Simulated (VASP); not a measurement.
Ti2C5: single point with PBE

Ti2C5:

```
Ti C
1.0
     2.69579    0.00000    0.00000
    -1.34790    2.33462    0.00000
     0.00000    0.00000   10.47703
Ti C
2 5
Direct
  0.33333 0.66667 0.12359
  0.66667 0.33333 0.87641
  0.00000 0.00000 0.30891
  0.66667 0.33333 0.30664
  0.00000 0.00000 0.69109
  0.33333 0.66667 0.69336
  0.00000 0.00000 0.00000
```

```json
{"Program": "VASP 6.6.1", "Task": "single point", "Functional": "PBE", "Potentials or basis": "VASP PAW PBE potentials, release 64 (Ti_sv, C)", "Cutoff": "600 eV", "k mesh": "6 × 6 × 2", "Occupations": "gaussian, width 0.2 eV", "Spin": "no spin polarisation", "Dipole correction": "no", "Further INCAR settings": "ALGO = Normal; EDIFF = 1e-06; NBANDS = 31"}
```

| Item | Value |
| --- | --- |
| Pressure | -0.4 GPa |
| Largest force | 0.069 eV/Å |
| Band gap on the k mesh | zero (bands 22 and 23 overlap by 1.13 eV) |

Forces in eV/Å, atoms in the order of the input:
```
Ti   0.000  0.000 -0.069
Ti   0.000  0.000  0.069
C    0.000  0.000  0.045
C    0.000  0.000 -0.006
C    0.000  0.000 -0.045
C    0.000  0.000  0.006
C    0.000  0.000  0.000
```

Stress tensor (GPa, compression positive):
```
-0.68  0.00  0.00
 0.00 -0.68  0.00
 0.00  0.00  0.20
```

Levels at points of the mesh, in eV from the Fermi level:
| k point | band 18 | band 19 | band 20 | band 21 | band 22 | band 23 | band 24 | band 25 | band 26 | band 27 |
| --- | --- | --- | --- | --- | --- | --- | --- | --- | --- | --- |
| (0.00, 0.00, 0.00) | -4.98 | -1.75 | -1.55 | -1.55 | 0.75 | 0.75 | 1.81 | 1.81 | 2.06 | 2.06 |
| (0.50, 0.00, 0.00) | -4.90 | -4.20 | -3.12 | -1.98 | -0.64 | -0.34 | 0.73 | 2.46 | 2.51 | 3.45 |
| (0.00, 0.00, 0.50) | -4.98 | -1.69 | -1.55 | -1.55 | 0.75 | 0.75 | 1.81 | 1.81 | 2.06 | 2.06 |
| (0.50, 0.00, 0.50) | -4.81 | -4.26 | -3.15 | -1.98 | -0.56 | -0.38 | 0.70 | 2.50 | 2.51 | 3.40 |

Run time: 42 s on 1 thread of Intel(R) Xeon(R) Platinum 8259CL CPU @ 2.50GHz (Skylake/Cascade Lake), with other jobs on the host, peak memory 0.21 GiB.

Caveat: the k points lie up to 0.45 Å⁻¹ apart, too coarse for converged energies and pressures of a metal; this functional lacks dispersion, which binds layers or chains, so the pressure and a relaxed spacing across them are unreliable.
